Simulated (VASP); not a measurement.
# SrO (I4/mmm) in VASP: a series of runs, part 2 of 2

VASP 6.6.1. The steps go on from the part before.

### 4 Single point, PBE (strain +0.025 along x and y, +0.000 along z)

The input, INCAR:

```
  PREC = Accurate
  ENCUT = 520
  EDIFF = 1E-6
  ISMEAR = 0
  SIGMA = 0.05
  LREAL = False
  LASPH = True
  NELM = 80
  ALGO = Normal
  ISIF = 2
  LWAVE = False
  LCHARG = False
  GGA = PE
  NBANDS = 15
```

The input, KPOINTS:

```
Automatic mesh
0
Gamma
  8 8 8
```

The input, POSCAR:

```
SrO
1.0
    0.0000000000      2.6340450000      2.5698000000
    2.6340450000      0.0000000000      2.5698000000
    2.6340450000      2.6340450000      0.0000000000
Sr O
1 1
Direct
    0.0000000000      0.0000000000      0.0000000000
    0.5000000000      0.5000000000      0.5000000000
```

Potentials or basis: VASP PAW PBE potentials, release 64 (Sr_sv, O).

Run with:

```sh
$ cat potpaw_PBE.64/Sr_sv/POTCAR potpaw_PBE.64/O/POTCAR > POTCAR
$ mpirun -np 1 vasp_std > vasp.out
```

OUTCAR:

```text
PREC = Accurate
   ENCUT = 520
   EDIFF = 1E-6
   ISMEAR = 0
   LREAL = False
   LASPH = True
   NELM = 80
   ISIF = 2
   GGA = PE

 ion  position               nearest neighbor table
   1  0.000  0.000  0.000-   2 2.57   2 2.57   2 2.63   2 2.63   2 2.63   2 2.63
   2  0.500  0.500  0.500-   1 2.57   1 2.57   1 2.63   1 2.63   1 2.63   1 2.63

  LATTYP: Found a body centered tetragonal cell.
 ALAT       =     3.7251021629
 C/A-ratio  =     1.3797205487

  Lattice vectors:

 A1 = (   0.0000000000,  -2.6340450000,  -2.5698000000)
 A2 = (   0.0000000000,   2.6340450000,  -2.5698000000)
 A3 = (   2.6340450000,   0.0000000000,   2.5698000000)

Analysis of symmetry for initial positions (statically):
=====================================================================
 Subroutine PRICEL returns:
 Original cell was already a primitive cell.

 Routine SETGRP: Setting up the symmetry group for a
 body centered tetragonal supercell.

 Subroutine GETGRP returns: Found 16 space group operations
 (whereof 16 operations were pure point group operations)
 out of a pool of 16 trial point group operations.

The static configuration has the point symmetry D_4h.

[... 167 lines left out ...]
 k-point     1 :       0.0000    0.0000    0.0000
  band No.  band energies     occupation
      1     -31.1161      2.00000
      2     -13.5879      2.00000
      3     -12.8071      2.00000
      4     -12.8071      2.00000
      5     -12.7875      2.00000
      6       1.4179      2.00000
      7       1.4179      2.00000
      8       1.4961      2.00000
      9       5.0801      0.00000
     10       7.4907      0.00000
     11       7.4907      0.00000
     12       7.6656      0.00000
     13       9.4492      0.00000
     14       9.7858      0.00000
[... 401 lines left out ...]
      2     -14.7113      2.00000
      3     -12.9271      2.00000
      4     -12.9001      2.00000
      5     -11.9202      2.00000
      6      -0.1306      2.00000
      7       0.6498      2.00000
      8       0.8257      2.00000
      9       6.9704      0.00000
     10       8.1498      0.00000
     11       9.6117      0.00000
     12       9.8298      0.00000
     13      11.5846      0.00000
     14      11.9107      0.00000
     15      16.4977      0.00000

 [... further k-points ...]
[... 5 lines left out ...]
  --------------------------------------------------------------------------------------
  -------------------------------------------------------------------------------------
  Total       -0.3890801     -0.3890801      0.2329210      0.0000000      0.0000000      0.0000000
  in kB      -17.4813054    -17.4813054     10.4651037      0.0000000      0.0000000      0.0000000
  external PRESSURE =      -8.1658357 kB  Pullay stress =       0.0000000 kB

 VOLUME and BASIS-vectors are now :
 -----------------------------------------------------------------------------
  energy-cutoff  :      520.00
  volume of cell :       35.66
      direct lattice vectors                 reciprocal lattice vectors
     0.000000000  2.634045000  2.569800000    -0.189822118  0.189822118  0.194567671
     2.634045000  0.000000000  2.569800000     0.189822118 -0.189822118  0.194567671
     2.634045000  2.634045000  0.000000000     0.189822118  0.189822118 -0.194567671

 POSITION                                       TOTAL-FORCE (eV/Angst)
 -----------------------------------------------------------------------------------
      0.00000      0.00000      0.00000         0.000000     -0.000000      0.000000
      2.63404      2.63404      2.56980        -0.000000      0.000000      0.000000
 -----------------------------------------------------------------------------------
    total drift:                                0.000000      0.000000      0.000000

  FREE ENERGIE OF THE ION-ELECTRON SYSTEM (eV)
  ---------------------------------------------------
  free  energy   TOTEN  =       -12.0491992553 eV

  energy  without entropy=      -12.0491992553  energy(sigma->0) =      -12.04919926
```

Run time: 40 s. Hardware: 1 thread of AMD EPYC 9R45, shared host; peak memory 0.15 GiB.

What came out:

```
Free energy            : -12.0492 eV
Pressure               : -0.8 GPa
Band gap on the k mesh : 3.18 eV, indirect (least direct gap 3.37 eV)
```

Caveat: the cell differs from its parent crystal (strain +0.025 along x and y, +0.000 along z). A k mesh can miss the band edges.

### 5 Single point, PBE (strain +0.025 along x and y, +0.050 along z)

The input, INCAR:

```
PREC = Accurate ; ENCUT = 520
EDIFF = 1E-7 ; ISMEAR = 0
SIGMA = 0.05 ; LREAL = False
LASPH = True ; NELM = 60
ALGO = Normal ; ISIF = 2
LWAVE = False ; LCHARG = False
GGA = PE ; NBANDS = 15
```

The input, KPOINTS:

```
regular mesh
0
Gamma
  8 8 8
```

The input, POSCAR:

```
SrO
1.0
    0.0000000000      2.6340450000      2.6982900000
    2.6340450000      0.0000000000      2.6982900000
    2.6340450000      2.6340450000      0.0000000000
Sr O
1 1
Direct
    0.0000000000      0.0000000000      0.0000000000
    0.5000000000      0.5000000000      0.5000000000
```

Run with:

```sh
$ cat potpaw_PBE.64/Sr_sv/POTCAR potpaw_PBE.64/O/POTCAR > POTCAR
$ mpirun -np 1 vasp_std > vasp.out
```

Wall time 47 s (1 thread of AMD EPYC 9R45, shared host); peak memory 0.15 GiB.

The run converged. Its results:

```yaml
Free_energy: -12.0211 eV
Pressure: -4.4 GPa
Band_gap_on_the_k_mesh: 3.26 eV, indirect (least direct gap 3.30 eV)
```

Stress tensor (GPa, compression positive):
```
-3.76  0.00  0.00
 0.00 -3.76  0.00
 0.00  0.00 -5.55
```

Levels at points of the mesh, in eV from the valence-band top:
| k point | band 6 | band 7 | band 8 | band 9 | band 10 | band 11 |
| --- | --- | --- | --- | --- | --- | --- |
| (0.00, 0.00, 0.00) | -0.06 | 0.00 | 0.00 | 3.30 | 5.86 | 6.02 |
| (0.50, 0.00, 0.00) | -2.01 | -0.99 | -0.98 | 6.11 | 7.67 | 8.26 |
| (0.50, 0.50, 0.00) | -0.67 | -0.13 | -0.13 | 3.33 | 7.08 | 9.44 |
| (0.50, 0.00, 0.50) | -0.55 | -0.21 | -0.14 | 3.26 | 7.08 | 9.52 |

Caveat: the cell differs from its parent crystal (strain +0.025 along x and y, +0.050 along z).

### 6 Single point, PBE (strain +0.050 along x and y, +0.025 along z)

The input, INCAR:

```
PREC     = Accurate       # precision mode
ENCUT    = 520            # plane-wave cutoff, eV
EDIFF    = 1E-6           # SCF threshold, eV
ISMEAR   = 0              # smearing method
SIGMA    = 0.05           # smearing width, eV
LREAL    = False          # projectors in reciprocal space
LASPH    = True           # aspherical terms in the spheres
NELM     = 60             # most SCF steps
ALGO     = Normal         # electronic algorithm
ISIF     = 2              # what is computed and relaxed
LWAVE    = False          # write WAVECAR
LCHARG   = False          # write CHGCAR
GGA      = PE             # functional
NBANDS   = 15             # bands
```

KPOINTS is that of step 5.

The input, POSCAR:

```
SrO
1.0
    0.0000000000      2.6982900000      2.6340450000
    2.6982900000      0.0000000000      2.6340450000
    2.6982900000      2.6982900000      0.0000000000
Sr O
1 1
Direct
    0.0000000000      0.0000000000      0.0000000000
    0.5000000000      0.5000000000      0.5000000000
```

Potentials or basis: VASP PAW PBE potentials, release 64 (Sr_sv, O).

Run with:

```sh
$ cat potpaw_PBE.64/Sr_sv/POTCAR potpaw_PBE.64/O/POTCAR > POTCAR
$ mpirun -np 1 vasp_std > vasp.out
```

OUTCAR:

```text
PREC = Accurate
   ENCUT = 520
   EDIFF = 1E-6
   ISMEAR = 0
   LREAL = False
   LASPH = True
   NELM = 60
   ISIF = 2
   GGA = PE

 ion  position               nearest neighbor table
   1  0.000  0.000  0.000-   2 2.63   2 2.63   2 2.70   2 2.70   2 2.70   2 2.70
   2  0.500  0.500  0.500-   1 2.63   1 2.63   1 2.70   1 2.70   1 2.70   1 2.70

  LATTYP: Found a body centered tetragonal cell.
 ALAT       =     3.8159583132
 C/A-ratio  =     1.3805418109

  Lattice vectors:

 A1 = (   0.0000000000,  -2.6982900000,  -2.6340450000)
 A2 = (   0.0000000000,   2.6982900000,  -2.6340450000)
 A3 = (   2.6982900000,   0.0000000000,   2.6340450000)

Analysis of symmetry for initial positions (statically):
=====================================================================
 Subroutine PRICEL returns:
 Original cell was already a primitive cell.

 Routine SETGRP: Setting up the symmetry group for a
 body centered tetragonal supercell.

 Subroutine GETGRP returns: Found 16 space group operations
 (whereof 16 operations were pure point group operations)
 out of a pool of 16 trial point group operations.

The static configuration has the point symmetry D_4h.

[... 167 lines left out ...]
 k-point     1 :       0.0000    0.0000    0.0000
  band No.  band energies     occupation
      1     -31.7081      2.00000
      2     -13.8077      2.00000
      3     -13.4549      2.00000
      4     -13.4549      2.00000
      5     -13.4309      2.00000
      6       1.1149      2.00000
      7       1.1149      2.00000
      8       1.1726      2.00000
      9       4.3038      0.00000
     10       7.0097      0.00000
     11       7.0097      0.00000
     12       7.1672      0.00000
     13       8.8250      0.00000
     14       9.1282      0.00000
[... 401 lines left out ...]
      2     -14.9147      2.00000
      3     -13.5509      2.00000
      4     -13.5241      2.00000
      5     -12.5220      2.00000
      6      -0.3505      2.00000
      7       0.4194      2.00000
      8       0.5768      2.00000
      9       6.4863      0.00000
     10       7.3121      0.00000
     11       8.8998      0.00000
     12       9.1323      0.00000
     13      10.7497      0.00000
     14      11.0171      0.00000
     15      15.2948      0.00000

 [... further k-points ...]
[... 5 lines left out ...]
  --------------------------------------------------------------------------------------
  -------------------------------------------------------------------------------------
  Total       -1.5238434     -1.5238434     -1.1245680      0.0000000     -0.0000000      0.0000000
  in kB      -63.6532342    -63.6532342    -46.9748992      0.0000000     -0.0000000      0.0000000
  external PRESSURE =     -58.0937892 kB  Pullay stress =       0.0000000 kB

 VOLUME and BASIS-vectors are now :
 -----------------------------------------------------------------------------
  energy-cutoff  :      520.00
  volume of cell :       38.36
      direct lattice vectors                 reciprocal lattice vectors
     0.000000000  2.698290000  2.634045000    -0.185302543  0.185302543  0.189822118
     2.698290000  0.000000000  2.634045000     0.185302543 -0.185302543  0.189822118
     2.698290000  2.698290000  0.000000000     0.185302543  0.185302543 -0.189822118

 POSITION                                       TOTAL-FORCE (eV/Angst)
 -----------------------------------------------------------------------------------
      0.00000      0.00000      0.00000         0.000000     -0.000000      0.000000
      2.69829      2.69829      2.63404        -0.000000      0.000000      0.000000
 -----------------------------------------------------------------------------------
    total drift:                                0.000000      0.000000      0.000000

  FREE ENERGIE OF THE ION-ELECTRON SYSTEM (eV)
  ---------------------------------------------------
  free  energy   TOTEN  =       -11.9923581026 eV

  energy  without entropy=      -11.9923581026  energy(sigma->0) =      -11.99235810
```

OSZICAR:

```text
N       E                     dE             d eps       ncg     rms          rms(c)
DAV:   1     0.687339058112E+02    0.68734E+02   -0.82432E+03  1770   0.103E+03
DAV:   2    -0.108319506996E+02   -0.79566E+02   -0.72724E+02  2425   0.217E+02
DAV:   3    -0.141400940959E+02   -0.33081E+01   -0.32875E+01  2336   0.402E+01
DAV:   4    -0.142081029581E+02   -0.68009E-01   -0.67995E-01  2238   0.549E+00
DAV:   5    -0.142098777625E+02   -0.17748E-02   -0.17748E-02  2286   0.660E-01    0.135E+01
DAV:   6    -0.121909397786E+02    0.20189E+01   -0.72977E+00  1833   0.188E+01    0.156E+01
DAV:   7    -0.120035843580E+02    0.18736E+00   -0.41390E-01  1987   0.535E+00    0.902E+00
DAV:   8    -0.119919523842E+02    0.11632E-01   -0.13119E-01  2225   0.377E+00    0.465E-01
DAV:   9    -0.119916562898E+02    0.29609E-03   -0.81065E-03  2097   0.639E-01    0.240E-01
DAV:  10    -0.119921331180E+02   -0.47683E-03   -0.51437E-04  1945   0.226E-01    0.977E-02
DAV:  11    -0.119923361729E+02   -0.20305E-03   -0.24017E-04  1896   0.110E-01    0.322E-02
DAV:  12    -0.119923595240E+02   -0.23351E-04   -0.29011E-05  1918   0.359E-02    0.212E-02
DAV:  13    -0.119923581581E+02    0.13659E-05   -0.81784E-07  1599   0.109E-02    0.338E-03
DAV:  14    -0.119923581026E+02    0.55592E-07   -0.27231E-07  1473   0.432E-03
   1 F= -.11992358E+02 E0= -.11992358E+02  d E =-.512944E-18
```

stdout:

```text
POSCAR found type information on POSCAR SrO
 POSCAR found :  2 types and       2 ions
 scaLAPACK will be used
 LDA part: xc-table for (Slater+PW92), standard interpolation
 POSCAR, INCAR and KPOINTS ok, starting setup
 FFT: planning ... GRIDC
 FFT: planning ... GRID_SOFT
 FFT: planning ... GRID
 WAVECAR not read
 entering main loop
```

Wall time 43 s (1 thread of AMD EPYC 9R45, shared host); peak memory 0.15 GiB.

What came out:

```
Free energy            : -11.9924 eV
Pressure               : -5.8 GPa
Band gap on the k mesh : 3.13 eV, direct
```

Stress tensor (GPa, compression positive):
```
-6.37  0.00  0.00
 0.00 -6.37  0.00
 0.00  0.00 -4.70
```

Caveat: the cell differs from its parent crystal (strain +0.050 along x and y, +0.025 along z). A k mesh can miss the band edges.

### 7 The runs side by side

| cell | gap on the mesh (eV) | pressure (GPa) |
| --- | --- | --- |
| a = 3.680, b = 3.680, c = 3.634 Å, angles 60.4, 60.4, 59.2°, 2 atoms | 3.22 | 1.3 |
| a = 3.726, b = 3.726, c = 3.634 Å, angles 60.8, 60.8, 58.4°, 2 atoms | 3.20 | -0.5 |
| a = 3.680, b = 3.680, c = 3.725 Å, angles 59.6, 59.6, 60.8°, 2 atoms | 3.18 | -0.8 |
| a = 3.771, b = 3.771, c = 3.725 Å, angles 60.4, 60.4, 59.2°, 2 atoms | 3.26 | -4.4 |
| a = 3.771, b = 3.771, c = 3.816 Å, angles 59.6, 59.6, 60.8°, 2 atoms | 3.13 | -5.8 |

Alike in all rows: task single point; level PBE; potentials or basis VASP PAW PBE potentials, release 64 (Sr_sv, O); no spin polarisation; k mesh 8 × 8 × 8; cutoff (eV) 520; smearing gaussian 0.05 eV.

Absolute energies hang on the potentials; compare differences alone.
